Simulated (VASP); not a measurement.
# HgTe (rocksalt type) (Fm-3m) in VASP: single point with PBE

Aim: the single point of HgTe (rocksalt type) with PBE.

Everything below comes from runs of VASP 6.6.1. Logs are shortened: lines on timing, memory, paths and dates and some standing lists are left out, and cuts for length are marked.

## Step 1: The cell of the first run

Symmetry: Fm-3m, No. 225, cubic system. The conventional cell has a = 6.145 Å, b = 6.145 Å, c = 6.145 Å, α = 90.00°, β = 90.00°, γ = 90.00°. Within 4.0 Å of Hg (site symmetry m-3m) lie 6 Te at 3.07 Å. Te (site symmetry m-3m) has 6 Hg at 3.07 Å within 4.0 Å.

## Step 2: Single point, PBE

Input file INCAR:

```
PREC     = Accurate       # precision mode
ENCUT    = 520            # plane-wave cutoff, eV
EDIFF    = 1E-7           # SCF threshold, eV
ISMEAR   = -1             # smearing method
SIGMA    = 0.05           # smearing width, eV
LREAL    = False          # projectors in reciprocal space
LASPH    = True           # aspherical terms in the spheres
NELM     = 60             # most SCF steps
ALGO     = Normal         # electronic algorithm
ISIF     = 2              # what is computed and relaxed
LWAVE    = False          # write WAVECAR
LCHARG   = False          # write CHGCAR
GGA      = PE             # functional
NBANDS   = 16             # bands
```

Input file KPOINTS:

```
Automatic mesh
0
Gamma
  12 12 12
```

Input file POSCAR:

```
HgTe
1.0
    0.0000000000      3.0727358057      3.0727358057
    3.0727358057      0.0000000000      3.0727358057
    3.0727358057      3.0727358057      0.0000000000
Hg Te
1 1
Direct
    0.0000000000      0.0000000000      0.0000000000
    0.5000000000      0.5000000000      0.5000000000
```

Potentials or basis: VASP PAW PBE potentials, release 64 (Hg, Te).

The run is started by

```console
$ cat potpaw_PBE.64/Hg/POTCAR potpaw_PBE.64/Te/POTCAR > POTCAR
$ mpirun -np 1 vasp_std > vasp.out
```

OUTCAR:

```text
PREC = Accurate
   ENCUT = 520
   EDIFF = 1E-7
   ISMEAR = -1
   LREAL = False
   LASPH = True
   NELM = 60
   ISIF = 2
   GGA = PE

 ion  position               nearest neighbor table
   1  0.000  0.000  0.000-   2 3.07   2 3.07   2 3.07   2 3.07   2 3.07   2 3.07
   2  0.500  0.500  0.500-   1 3.07   1 3.07   1 3.07   1 3.07   1 3.07   1 3.07

  LATTYP: Found a face centered cubic cell.
 ALAT       =     6.1454716114

  Lattice vectors:

 A1 = (   0.0000000000,   3.0727358057,   3.0727358057)
 A2 = (   3.0727358057,   0.0000000000,   3.0727358057)
 A3 = (   3.0727358057,   3.0727358057,   0.0000000000)

Analysis of symmetry for initial positions (statically):
=====================================================================
 Subroutine PRICEL returns:
 Original cell was already a primitive cell.

 Routine SETGRP: Setting up the symmetry group for a
 face centered cubic supercell.

 Subroutine GETGRP returns: Found 48 space group operations
 (whereof 48 operations were pure point group operations)
 out of a pool of 48 trial point group operations.

The static configuration has the point symmetry O_h .

Analysis of symmetry for dynamics (positions and initial velocities):
=====================================================================
 Subroutine PRICEL returns:
 Original cell was already a primitive cell.

 Routine SETGRP: Setting up the symmetry group for a
 face centered cubic supercell.

 Subroutine GETGRP returns: Found 48 space group operations
 (whereof 48 operations were pure point group operations)
 out of a pool of 48 trial point group operations.

The dynamic configuration has the point symmetry O_h .

 Subroutine INISYM returns: Found 48 space group operations
 (whereof 48 operations are pure point group operations),
 and found     1 'primitive' translations

----------------------------------------------------------------------------------------

                                     Primitive cell

  volume of cell :      58.0237

  direct lattice vectors                    reciprocal lattice vectors
     0.000000000  3.072735806  3.072735806    -0.162721442  0.162721442  0.162721442
     3.072735806  0.000000000  3.072735806     0.162721442 -0.162721442  0.162721442
     3.072735806  3.072735806  0.000000000     0.162721442  0.162721442 -0.162721442

  length of vectors
     4.345504650  4.345504650  4.345504650     0.281841804  0.281841804  0.281841804

  position of ions in fractional coordinates (direct lattice)
     0.000000000  0.000000000  0.000000000
     0.500000000  0.500000000  0.500000000

  ion indices of the primitive-cell ions
   primitive index   ion index
                 1           1
                 2           2

----------------------------------------------------------------------------------------

 KPOINTS: Automatic mesh

Automatic generation of k-mesh.
 Grid dimensions read from file:
 generate k-points for:   12   12   12

 Generating k-lattice:

  Cartesian coordinates                     Fractional coordinates (reciprocal lattice)
    -0.013560120  0.013560120  0.013560120     0.083333333  0.000000000  0.000000000
     0.013560120 -0.013560120  0.013560120     0.000000000  0.083333333  0.000000000
     0.013560120  0.013560120 -0.013560120     0.000000000  0.000000000  0.083333333

  Length of vectors
     0.023486817  0.023486817  0.023486817

  Shift w.r.t. Gamma in fractional coordinates (k-lattice)
     0.000000000  0.000000000  0.000000000

 Subroutine IBZKPT returns following result:
 ===========================================

 Found     72 irreducible k-points:

 Following reciprocal coordinates:
            Coordinates               Weight
  0.000000  0.000000  0.000000      1.000000
  0.083333  0.000000  0.000000      8.000000
  0.166667  0.000000  0.000000      8.000000
  0.250000  0.000000  0.000000      8.000000
  0.333333  0.000000  0.000000      8.000000
  0.416667  0.000000  0.000000      8.000000
[... 16 lines left out ...]
  0.500000  0.166667  0.000000     24.000000
 -0.416667  0.166667  0.000000     24.000000
 [... further k-points ...]
   k-points           NKPTS =     72   k-points in BZ     NKDIM =     72   number of bands    NBANDS=     16
   number of dos      NEDOS =    301   number of ions     NIONS =      2
   total plane-waves  NPLWV =  32768
   dimension x,y,z NGX =    32 NGY =   32 NGZ =   32
   dimension x,y,z NGXF=    64 NGYF=   64 NGZF=   64
   ions per type =               1   1
   NGX,Y,Z   is equivalent  to a cutoff of  12.24, 12.24, 12.24 a.u.
   NGXF,Y,Z  is equivalent  to a cutoff of  24.48, 24.48, 24.48 a.u.
 SYSTEM =  unknown system
   PREC   = accura    normal or accurate (medium, high low for compatibility)
   ISTART =      0    job   : 0-new  1-cont  2-samecut
   ICHARG =      2    charge: 1-file 2-atom 10-const
   ISPIN  =      1    spin polarized calculation?
   LNONCOLLINEAR =      F non collinear calculations
   LSORBIT =      F    spin-orbit coupling
   LASPH  =      T    aspherical Exc in radial PAW
   ENCUT  =  520.0 eV  38.22 Ry    6.18 a.u.   8.08  8.08  8.08*2*pi/ulx,y,z
   NELM   =     60;   NELMIN=  2; NELMDL= -5     # of ELM steps
   EDIFF  = 0.1E-06   stopping-criterion for ELM
   LREAL  =      F    real-space projection
   EDIFFG = 0.1E-05   stopping-criterion for IOM
   NSW    =      0    number of steps for IOM
   IBRION =     -1    ionic relax: 0-MD 1-quasi-New 2-CG
   NFREE  =      0    steps in history (QN), initial steepest desc. (CG)
   ISIF   =      2    stress and relaxation
   ISYM   =      2    0-nonsym 1-usesym 2-fastsym
   POTIM  = 0.5000    time-step for ionic-motion
   TEBEG  =    0.0;   TEEND  =   0.0 temperature during run
   PSTRESS=    0.0 pullay stress
   NELECT =      18.0000    total number of electrons
   NUPDOWN=      -1.0000    fix difference up-down
   EMIN   =  10.00;   EMAX   =-10.00  energy-range for DOS
   EFERMI =   0.00;   METHOD = LEGACY
   ISMEAR =    -1;   SIGMA  =   0.05  broadening in eV -4-tet -1-fermi 0-gaus
   EFERMI_NEDOS =   21; number of points for ismear=-14 and -15
   IALGO  =     38    algorithm
   IMIX   =      4    mixing-type and parameters
     AMIX     =   0.40;   BMIX     =  1.00
     AMIX_MAG =   1.60;   BMIX_MAG =  1.00
  volume/ion in A,a.u.               =      29.01       195.78
  Fermi-wavevector in a.u.,A,eV,Ry     =   1.108231  2.094254 16.710360  1.228177
  Thomas-Fermi vector in A             =   2.244756
   LORBIT       =      0    0 simple, 1 ext, 2 COOP (PROOUT), +10 PAW based schemes
   GGA     = PE    functional components
[... 5 lines left out ...]
 non-spin polarized calculation
  energy-cutoff  :      520.00
  volume of cell :       58.02
 maximum number of plane-waves:      1588
   NGX = 17   NGY = 17   NGZ = 17

 number of electron      18.0000000 magnetization

 Free energy of the ion-electron system (eV)
  ---------------------------------------------------
  ext. energy  EPLUGINS =         0.00000000
  ---------------------------------------------------
  free energy    TOTEN  =        -3.34737750 eV

  energy without entropy =       -3.33751618  energy(sigma->0) =       -3.34244684

 E-fermi :   4.1214     XC(G=0):  -9.7660

 val. band max:        4.0516232435   @ k =  -0.1667   0.2500   0.0833
 cond. band min:       4.1253594464   @ k =   0.3333   0.0000   0.0000
 fundamental gap:      0.0737362029
 Fermi energy:         4.1213560919

 k-point     1 :       0.0000    0.0000    0.0000
  band No.  band energies     occupation
      1      -7.7300      2.00000
      2      -2.4784      2.00000
      3      -2.4784      2.00000
      4      -2.4213      2.00000
      5      -2.4213      2.00000
      6      -2.4213      2.00000
[... 8 lines left out ...]
     15      11.8668      0.00000
     16      11.8668      0.00000

 k-point     2 :       0.0833    0.0000    0.0000
  band No.  band energies     occupation
      1      -7.6721      2.00000
      2      -2.4993      2.00000
      3      -2.4993      2.00000
      4      -2.4283      2.00000
      5      -2.4135      2.00000
      6      -2.4135      2.00000
[... 8 lines left out ...]
     15      12.0655      0.00000
     16      12.0655      0.00000

 k-point     3 :       0.1667    0.0000    0.0000
  band No.  band energies     occupation
      1      -7.5042      2.00000
      2      -2.5601      2.00000
      3      -2.5601      2.00000
      4      -2.4528      2.00000
      5      -2.3866      2.00000
      6      -2.3866      2.00000
[... 8 lines left out ...]
     15      12.4130      0.00000
     16      12.4130      0.00000

 k-point     4 :       0.2500    0.0000    0.0000
  band No.  band energies     occupation
      1      -7.2474      2.00000
      2      -2.6422      2.00000
      3      -2.6422      2.00000
      4      -2.5083      2.00000
      5      -2.3470      2.00000
      6      -2.3470      2.00000
[... 8 lines left out ...]
     15      12.9597      0.00000
     16      12.9597      0.00000
[... 324 lines left out ...]
 k-point    22 :       0.4167    0.1667    0.0000
  band No.  band energies     occupation
      1      -6.8032      2.00000
      2      -2.7291      2.00000
      3      -2.6341      2.00000
      4      -2.5471      2.00000
      5      -2.2963      2.00000
      6      -2.2632      2.00000
[... 8 lines left out ...]
     15      15.0180      0.00000
     16      15.2885      0.00000

 k-point    23 :       0.5000    0.1667    0.0000
  band No.  band energies     occupation
      1      -6.6256      2.00000
      2      -2.7061      2.00000
      3      -2.6873      2.00000
      4      -2.6191      2.00000
      5      -2.2639      2.00000
      6      -2.2517      2.00000
[... 8 lines left out ...]
     15      15.2182      0.00000
     16      15.5993      0.00000

 k-point    24 :      -0.4167    0.1667    0.0000
  band No.  band energies     occupation
      1      -6.5880      2.00000
      2      -2.7528      2.00000
      3      -2.7462      2.00000
      4      -2.5742      2.00000
      5      -2.2632      2.00000
      6      -2.2443      2.00000
[... 8 lines left out ...]
     15      14.3060      0.00000
     16      14.7763      0.00000

 [... further k-points ...]

------------------------ aborting loop because EDIFF is reached ----------------------------------------

  FORCE on cell =-STRESS in cart. coord.  units (eV):
  Direction    XX          YY          ZZ          XY          YZ          ZX
  --------------------------------------------------------------------------------------
  -------------------------------------------------------------------------------------
  Total        0.0217944      0.0217944      0.0217944     -0.0000000     -0.0000000      0.0000000
  in kB        0.6017969      0.6017969      0.6017969     -0.0000000     -0.0000000      0.0000000
  external PRESSURE =       0.6017969 kB  Pullay stress =       0.0000000 kB

 VOLUME and BASIS-vectors are now :
 -----------------------------------------------------------------------------
  energy-cutoff  :      520.00
  volume of cell :       58.02
      direct lattice vectors                 reciprocal lattice vectors
     0.000000000  3.072735806  3.072735806    -0.162721442  0.162721442  0.162721442
     3.072735806  0.000000000  3.072735806     0.162721442 -0.162721442  0.162721442
     3.072735806  3.072735806  0.000000000     0.162721442  0.162721442 -0.162721442

 POSITION                                       TOTAL-FORCE (eV/Angst)
 -----------------------------------------------------------------------------------
      0.00000      0.00000      0.00000         0.000000     -0.000000      0.000000
      3.07274      3.07274      3.07274        -0.000000      0.000000     -0.000000
 -----------------------------------------------------------------------------------
    total drift:                                0.000000     -0.000000     -0.000000

  FREE ENERGIE OF THE ION-ELECTRON SYSTEM (eV)
  ---------------------------------------------------
  free  energy   TOTEN  =        -3.3473775018 eV

  energy  without entropy=       -3.3375161809  energy(sigma->0) =       -3.34244684
```

It took 20 s on 1 thread of Intel Xeon 6975P-C (Granite Rapids), shared host; peak memory 0.21 GiB.

Results:

- Free energy: -3.3474 eV
- Pressure: 0.1 GPa
- Band gap on the k mesh: zero (band 9 reaches 4.40 eV, above the bottom of band 10 at 1.97 eV)

Caveat: spin-orbit coupling is left out, which moves the levels of the heavy elements.
